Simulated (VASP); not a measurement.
Write the native input for VASP 6.6.1 that does the following.

```
Task                   : single point
Functional             : PBE
Potentials or basis    : VASP PAW PBE potentials, release 64 (Ba_sv, F)
Cutoff                 : 600 eV
k mesh                 : 8 × 8 × 8
Occupations            : gaussian, width 0.017 eV
Spin                   : no spin polarisation
Dipole correction      : no
Further INCAR settings : ALGO = Normal; EDIFF = 1e-06; NBANDS = 19
```

The structure of BaF2 lies in POSCAR:

```
BaF2
1.0
    0.0000000000      3.1000500000      3.1000500000
    3.1000500000      0.0000000000      3.1000500000
    3.1000500000      3.1000500000      0.0000000000
Ba F
1 2
Direct
    0.0000000000      0.0000000000      0.0000000000
    0.7500000000      0.7500000000      0.7500000000
    0.2500000000      0.2500000000      0.2500000000
```

One way to write it, as run:

INCAR

```
  PREC = Accurate
  ENCUT = 600
  EDIFF = 1E-6
  ISMEAR = 0
  SIGMA = 0.017
  LREAL = False
  LASPH = True
  NELM = 120
  ALGO = Normal
  ISIF = 2
  LWAVE = False
  LCHARG = True
  GGA = PE
  LELF = True
  LVHAR = True
  NBANDS = 19
  GGA_COMPAT = False
```

KPOINTS

```
regular mesh
0
Gamma
  8 8 8
```

Potentials or basis: VASP PAW PBE potentials, release 64 (Ba_sv, F).

The run is started by

```bash
$ cat potpaw_PBE.64/Ba_sv/POTCAR potpaw_PBE.64/F/POTCAR > POTCAR
$ mpirun -np 1 vasp_std > vasp.out
```

It gave:

```
Pressure               : 2.3 GPa
Band gap on the k mesh : 6.76 eV (least direct gap 6.84 eV)
```

Caveat: spin-orbit coupling is left out, which moves the levels of the heavy elements.

Wall time 51 s on 1 thread of Intel Xeon 8259CL (shared host), peak memory 0.22 GiB.
